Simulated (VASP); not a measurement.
LaRe2B2: single point with PBE

LaRe2B2:

```xyz
10
Lattice="0.0000 3.8108 0.0000 3.8941 0.0000 0.0000 1.9470 1.9054 -9.6704" Properties=species:S:1:pos:R:3 pbc="T T T"
B     1.9470    2.8581   -2.7851
B     3.8941    2.8581   -6.8853
B     1.9470    2.8581   -0.6576
B     3.8941    2.8581   -9.0128
Re    3.8941    4.7635   -5.5528
Re    1.9470    0.9527   -4.1177
Re    1.9470    2.8581   -5.5721
Re    3.8941    2.8581   -4.0983
La    3.8941    0.9527   -1.6440
La    1.9470    4.7635   -8.0264
```

```
Program                 : VASP 6.6.1
Task                    : single point
Functional              : PBE
Potentials or basis     : VASP PAW PBE potentials, release 64 (B, Re, La)
Cutoff                  : 520 eV
k mesh                  : 6 × 6 × 6
Occupations             : fermi-dirac, width 0.1 eV
Spin                    : no spin polarisation
Dipole correction       : no
k mesh for the DOS      : 9 × 9 × 9
Occupations for the DOS : tetrahedron
Further INCAR settings  : ALGO = Normal; EDIFF = 1e-06
```

| Quantity | Value |
| --- | --- |
| Valence electrons inside the program's atomic spheres | B 1.72, 1.56 (each value once); Re 6.85, 6.81 (each value once); La 8.71 |

Levels at points of the mesh, in eV from the Fermi level:
```tsv
k point	band 28	band 29	band 30	band 31	band 32	band 33	band 34	band 35
(0.00, 0.00, 0.00)	-0.51	0.17	0.23	0.43	0.53	1.90	2.08	2.35
```

Wall time 53 min on 1 thread of Intel Xeon 8259CL, on a shared host, peak memory 0.73 GiB.

Caveat: spin-orbit coupling is left out, which moves the levels of the heavy elements.
